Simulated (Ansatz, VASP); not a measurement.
# One calculation of Na3LaO3, two programs

```xyz
7
Lattice="-0.0002 -4.4111 0.0113 4.9025 0.0004 0.0007 -2.4460 2.1946 5.6438" Properties=species:S:1:pos:R:3 pbc="T T T"
Na    2.4541   -0.0021    2.0406
Na    0.0017   -2.2103    1.4057
Na    2.4555   -2.2166    5.3117
La    0.0039   -0.0080    4.4104
O     2.4552   -0.0119    4.6065
O     0.0039   -2.2120    5.3519
O     0.0019   -0.0034    2.1352
```

Change from the starting cell: cell x1, atoms moved at random (sigma 0.15 Å) and cell strained at random (1.5 %), then relaxed without symmetry.

Alike in both runs: functional PBE; k mesh 4 × 4 × 4; occupations gaussian, width 0.1 eV; no spin polarisation.

Ansatz relaxed the structure, and its values are those at the end. VASP's run is a single point on that final structure, the one shown.

|  | VASP | Ansatz |
| --- | --- | --- |
| version | VASP 6.6.1 | Ansatz 0.2.0 |
| potentials or method | VASP PAW PBE potentials, release 64 (Na_pv, La, O), cutoff 520 eV | scalar-relativistic, plane waves, PAW |
| valence electrons in the cell | 50 | 56 |

Ansatz gave:

| Quantity | Value |
| --- | --- |
| gap on the k mesh at the Fermi level (eV) | 1.27 |
| least direct gap on the mesh (eV) | 1.27 |
| pressure (GPa) | 0.0 |
| rms of the force components (eV/Å) | 0.008 |

Problem. Which values does VASP return?

Solution. gap on the k mesh at the Fermi level (eV): 1.27; least direct gap on the mesh (eV): 1.27; pressure (GPa): -0.1; rms of the force components (eV/Å): 0.008.

The functional is the same, so the differences come from potentials, cutoffs and numerics. VASP's potentials hold 50 valence electrons a cell and Ansatz's 56, so a difference there can come from the potentials and not from the codes.

Neither program's run includes spin-orbit coupling.
